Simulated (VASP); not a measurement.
Here is a VASP 6.6.1 calculation.

The input INCAR:

```
SYSTEM = Nb
PREC = Accurate
ENCUT = 500
EDIFF = 1E-7
ISMEAR = 0
SIGMA = 0.1
LREAL = .False.
LASPH = .True.
NELM = 120
ALGO = Normal
ISIF = 3
LWAVE = .False.
LCHARG = .False.
GGA = RP
IBRION = 2
NSW = 80
EDIFFG = -0.02
GGA_COMPAT = .False.
NELMIN = 4
```

File KPOINTS:

```
Automatic mesh
0
Gamma
  7 7 7
  0 0 0
```

POSCAR

```
Nb
1.0
    0.0000000000      2.8850000000      2.8850000000
    2.8850000000      0.0000000000      2.8850000000
    2.8850000000      2.8850000000      0.0000000000
Nb
2
Direct
    1.0000000000      1.0000000000      1.0000000000
    0.2500000000      0.2500000000      0.2500000000
```

Potentials or basis: VASP PAW PBE potentials, release 64 (Nb_sv).

Run with:

```sh
$ cat potpaw_PBE.64/Nb_sv/POTCAR > POTCAR
$ mpirun -np 1 vasp_std > vasp.out
```

**Question.** Predict the relaxed cell.

**Answer.** a = 4.205 Å, b = 4.205 Å, c = 4.205 Å, α = 60.00°, β = 60.00°, γ = 60.00°.

**Question.** Estimate the space group after relaxing (to 0.1 Å).

**Answer.** Fd-3m (No. 227).

**Question.** Estimate the relaxed volume.

**Answer.** 26.28 Å³/atom.

**Question.** What does it give for the band gap on the k mesh?

**Answer.** Zero (bands 13 and 14 overlap by 0.87 eV).

The path:
```csv
step,energy change (eV),largest force (eV/Å),pressure (GPa),volume (Å³)
1,0.0000,0.0000,6.92,48.03
2,-0.0586,0.0000,-3.30,55.60
3,-0.0915,0.0000,-0.01,52.57
```

Caveat: the PAW data sets were made with another functional, which shifts forces and pressure a little.
